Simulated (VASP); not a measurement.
# Te6Mo3H (a cell with a defect) in VASP: single point with PBEsol+D3(BJ)

Aim: the single point of Te6Mo3H (a cell with a defect) with PBEsol+D3(BJ).

Program: VASP 6.6.1. These are calculated values, not measurements. Logs are shortened: lines on timing, memory, paths and dates and some standing lists are left out, and cuts for length are marked.

## 1. The cell of the first run

The cell holds a defect, 10 atoms: a = 3.433 Å, b = 3.433 Å, c = 20.770 Å, α = 90.00°, β = 90.00°, γ = 120.00°.

## 2. Single point, PBEsol+D3(BJ)

The input, INCAR:

```
SYSTEM = Te6Mo3H
PREC     = Accurate       ! precision mode
ENCUT    = 400            ! plane-wave cutoff, eV
EDIFF    = 1E-6           ! SCF threshold, eV
ISMEAR   = 0              ! smearing method
SIGMA    = 0.05           ! smearing width, eV
LREAL    = .False.        ! projectors in reciprocal space
LASPH    = .True.         ! aspherical terms in the spheres
NELM     = 120            ! most SCF steps
ALGO     = Normal         ! electronic algorithm
ISIF     = 2              ! what is computed and relaxed
LWAVE    = .False.        ! write WAVECAR
LCHARG   = .False.        ! write CHGCAR
GGA      = PS             ! functional
IVDW     = 12             ! dispersion correction
NBANDS   = 50             ! bands
GGA_COMPAT= .False.
```

The input, KPOINTS:

```
regular mesh
0
Gamma
  9 9 2
  0 0 0
```

The input, POSCAR:

```
Te6Mo3H
1.0
    3.4334348991      0.0000000000      0.0000000000
   -1.7167174496      2.9734418449      0.0000000000
    0.0000000000      0.0000000000     20.7704276327
Te Mo H
6 3 1
Direct
    0.0000000000      0.0000000000      0.9125759158
    0.3333333333      0.6666666667      0.5917813750
    0.3333333333      0.6666666667      0.2333059430
    0.3333333333      0.6666666667      0.7666940570
    0.3333333333      0.6666666667      0.4082186250
    0.0000000000      0.0000000000      0.0874240842
    0.0000000000      0.0000000000      0.6791506171
    0.0000000000      0.0000000000      0.3208493829
    0.3333333333      0.6666666667      0.0000000000
   -0.3023098515     -0.1511549258      0.7523436355
```

Potentials or basis: VASP PAW PBE potentials, release 64 (Te, Mo_sv, H).

Started as:

```console
cat potpaw_PBE.64/Te/POTCAR potpaw_PBE.64/Mo_sv/POTCAR potpaw_PBE.64/H/POTCAR > POTCAR
mpirun -np 1 vasp_std > vasp.out
```

OUTCAR:

```text
SYSTEM = Te6Mo3H
   PREC = Accurate
   ENCUT = 400
   EDIFF = 1E-6
   ISMEAR = 0
   LREAL = .False.
   LASPH = .True.
   NELM = 120
   ISIF = 2
   GGA = PS
   IVDW = 12
 IVDW          = 12

 ion  position               nearest neighbor table
   1  0.000  0.000  0.913-   9 2.69   9 2.69   9 2.69   4 3.62   4 3.62   4 3.62   6 3.63
   2  0.333  0.667  0.592-   7 2.69   7 2.69   7 2.69   4 3.63
   3  0.333  0.667  0.233-   8 2.69   8 2.69   8 2.69   6 3.62   6 3.62   6 3.62   5 3.63
   4  0.333  0.667  0.767-  10 1.12   7 2.69   7 2.69   7 2.69   1 3.62   1 3.62   1 3.62   2 3.63

   5  0.333  0.667  0.408-   8 2.69   8 2.69   8 2.69   3 3.63
   6  0.000  0.000  0.087-   9 2.69   9 2.69   9 2.69   3 3.62   3 3.62   3 3.62   1 3.63
   7  0.000  0.000  0.679-  10 1.77   2 2.69   2 2.69   2 2.69   4 2.69   4 2.69   4 2.69
   8  0.000  0.000  0.321-   5 2.69   5 2.69   5 2.69   3 2.69   3 2.69   3 2.69
   9  0.333  0.667  0.000-   1 2.69   6 2.69   1 2.69   6 2.69   1 2.69   6 2.69
  10  0.698  0.849  0.752-   4 1.12   7 1.77

 -----------------------------------------------------------------------------
|                                                                             |
|           W    W    AA    RRRRR   N    N  II  N    N   GGGG   !!!           |
|           W    W   A  A   R    R  NN   N  II  NN   N  G    G  !!!           |
|           W    W  A    A  R    R  N N  N  II  N N  N  G       !!!           |
|           W WW W  AAAAAA  RRRRR   N  N N  II  N  N N  G  GGG   !            |
|           WW  WW  A    A  R   R   N   NN  II  N   NN  G    G                |
|           W    W  A    A  R    R  N    N  II  N    N   GGGG   !!!           |
|                                                                             |
|     The distance between some ions is very small. Please check the          |
|     nearest-neighbor list in the OUTCAR file.                               |
|     I HOPE YOU KNOW WHAT YOU ARE DOING!                                     |
|                                                                             |
 -----------------------------------------------------------------------------

  LATTYP: Found a hexagonal cell.
 ALAT       =     3.4334348991
 C/A-ratio  =     6.0494601596

  Lattice vectors:

 A1 = (   3.4334348991,   0.0000000000,   0.0000000000)
 A2 = (  -1.7167174496,   2.9734418449,   0.0000000000)
 A3 = (   0.0000000000,   0.0000000000,  20.7704276327)

Analysis of symmetry for initial positions (statically):
=====================================================================
 Subroutine PRICEL returns:
 Original cell was already a primitive cell.

 Routine SETGRP: Setting up the symmetry group for a
 hexagonal supercell.

 Subroutine GETGRP returns: Found  2 space group operations
 (whereof  2 operations were pure point group operations)
 out of a pool of 24 trial point group operations.

The static configuration has the point symmetry C_1h.
[... 148 lines left out ...]
     AMIX     =   0.40;   BMIX     =  1.00
     AMIX_MAG =   1.60;   BMIX_MAG =  1.00
  volume/ion in A,a.u.               =      21.20       143.10
  Fermi-wavevector in a.u.,A,eV,Ry     =   1.177984  2.226066 18.880066  1.387646
  Thomas-Fermi vector in A             =   2.314321
   LORBIT       =      0    0 simple, 1 ext, 2 COOP (PROOUT), +10 PAW based schemes
   GGA     = PS    functional components
   LHFCALC =     F    Hartree Fock is set to
   AEXX    =    0.0000 exact exchange contribution
   IVDW    =    12    specifies the selected vdW correction
   LEPSILON=     F    determine dielectric tensor
   LRPA    =     F    only Hartree local field effects (RPA)
 non-spin polarized calculation
 Gauss-broadening in eV      SIGMA  =   0.05
  energy-cutoff  :      400.00
  volume of cell :      212.05
 maximum number of plane-waves:      3908
   NGX = 11   NGY = 11   NGZ = 67

 number of electron      78.9999990 magnetization

 Free energy of the ion-electron system (eV)
  ---------------------------------------------------
  ext. energy  EPLUGINS =         0.00000000
  ---------------------------------------------------
  free energy    TOTEN  =       -53.34724036 eV

  energy without entropy =      -53.34042365  energy(sigma->0) =      -53.34383200

 E-fermi :   9.6505     XC(G=0): -10.8903

 val. band max:        9.6502698264   @ k =   0.0000   0.3333   0.5000
 cond. band min:       9.6551315603   @ k =  -0.1111   0.4444   0.5000
 fundamental gap:      0.0048617338
 Fermi energy:         9.6504853219

 k-point     1 :       0.0000    0.0000    0.0000
  band No.  band energies     occupation
      1     -51.9067      2.00000
      2     -51.5970      2.00000
      3     -51.5169      2.00000
      4     -26.3376      2.00000
      5     -25.9609      2.00000
      6     -25.9471      2.00000
[... 1261 lines left out ...]
     49      12.1712      0.00000
     50      12.5386      0.00000

 [... further k-points ...]

------------------------ aborting loop because EDIFF is reached ----------------------------------------

 Edisp (eV)   -5.04296

 E8    (eV) :    -3.4315

  FORCE on cell =-STRESS in cart. coord.  units (eV):
  Direction    XX          YY          ZZ          XY          YZ          ZX
  --------------------------------------------------------------------------------------
  -------------------------------------------------------------------------------------
  Total      27.55070     9.91369     7.65900    15.27409    -5.65562    -9.79579
  in kB     208.16584    74.90527    57.86939   115.40704   -42.73234   -74.01441
  external pressure =      113.65 kB  Pullay stress =        0.00 kB

 VOLUME and BASIS-vectors are now :
 -----------------------------------------------------------------------------
  energy-cutoff  :      400.00
  volume of cell :      212.05
      direct lattice vectors                 reciprocal lattice vectors
     3.433434899  0.000000000  0.000000000     0.291253520  0.168155298  0.000000000
    -1.716717450  2.973441845  0.000000000     0.000000000  0.336310596  0.000000000
     0.000000000  0.000000000 20.770427633     0.000000000  0.000000000  0.048145374

 POSITION                                       TOTAL-FORCE (eV/Angst)
 -----------------------------------------------------------------------------------
      0.00000      0.00000     18.95459        -0.030640     -0.017690     -0.007341
     -0.00000      1.98229     12.29155         0.053115      0.030666     -0.594564
     -0.00000      1.98229      4.84586        -0.000766     -0.000442     -0.030138
     -0.00000      1.98229     15.92456       -27.044690    -15.614259      9.918145
     -0.00000      1.98229      8.47888         0.001369      0.000790      0.074043
      0.00000      0.00000      1.81584        -0.004594     -0.002653      0.050968
      0.00000      0.00000     14.10625         0.942607      0.544214     -2.056065
      0.00000      0.00000      6.66418        -0.000838     -0.000484     -0.015229
     -0.00000      1.98229      0.00000         0.005795      0.003346     -0.038112
      0.93825      2.52399     15.62650        26.078642     15.056511     -7.301708
 -----------------------------------------------------------------------------------
    total drift:                                0.000009      0.000007      0.000098

  FREE ENERGIE OF THE ION-ELECTRON SYSTEM (eV)
  ---------------------------------------------------
  free  energy   TOTEN  =       -58.3902023679 eV

  energy  without entropy=      -58.3833856557  energy(sigma->0) =      -58.38679401
```

OSZICAR:

```text
N       E                     dE             d eps       ncg     rms          rms(c)
DAV:   1     0.537958170889E+03    0.53796E+03   -0.35938E+04  6072   0.115E+03
DAV:   2    -0.219424159024E+02   -0.55990E+03   -0.53990E+03  6122   0.306E+02
DAV:   3    -0.549774136891E+02   -0.33035E+02   -0.32048E+02  6064   0.647E+01
[... 11 lines left out ...]
DAV:  15    -0.533472482073E+02    0.93545E-04   -0.24229E-04  5878   0.788E-02    0.171E-01
DAV:  16    -0.533472480767E+02    0.13060E-06   -0.54697E-05  5612   0.272E-02    0.107E-01
DAV:  17    -0.533472421605E+02    0.59162E-05   -0.17905E-05  6062   0.194E-02    0.498E-02
DAV:  18    -0.533472409384E+02    0.12221E-05   -0.35426E-06  4986   0.955E-03    0.279E-02
DAV:  19    -0.533472403604E+02    0.57805E-06   -0.14763E-06  3234   0.491E-03
   1 F= -.58390202E+02 E0= -.58386794E+02  d E =-.681671E-02
```

Wall time 11 min (1 thread of Oxide Virtual Turin-like, shared host); peak memory 0.43 GiB.

Results:

```yaml
Free_energy: -58.3902 eV
Pressure: 11.4 GPa
Largest_force: 32.766 eV/Å
Band_gap_on_the_k_mesh: zero (an odd number of electrons rules out a gap without spin polarisation)
Dispersion_energy_per_atom: -0.504 eV
```

Forces on the atoms (eV/Å):
```
Te   -0.031  -0.018  -0.007
Te    0.053   0.031  -0.595
Te   -0.001   0.000  -0.030
Te  -27.045 -15.614   9.918
Te    0.001   0.001   0.074
Te   -0.005  -0.003   0.051
Mo    0.943   0.544  -2.056
Mo   -0.001   0.000  -0.015
Mo    0.006   0.003  -0.038
H    26.079  15.057  -7.302
```

Caveat: atoms lie so close that the PAW spheres overlap strongly, which falsifies energies and pressures; the PAW data sets were made with another functional, which shifts forces and pressure a little; spin-orbit coupling is left out, which moves the levels of the heavy elements; an odd number of electrons without spin polarisation forces a metal; a magnetic or distorted state may lie lower.
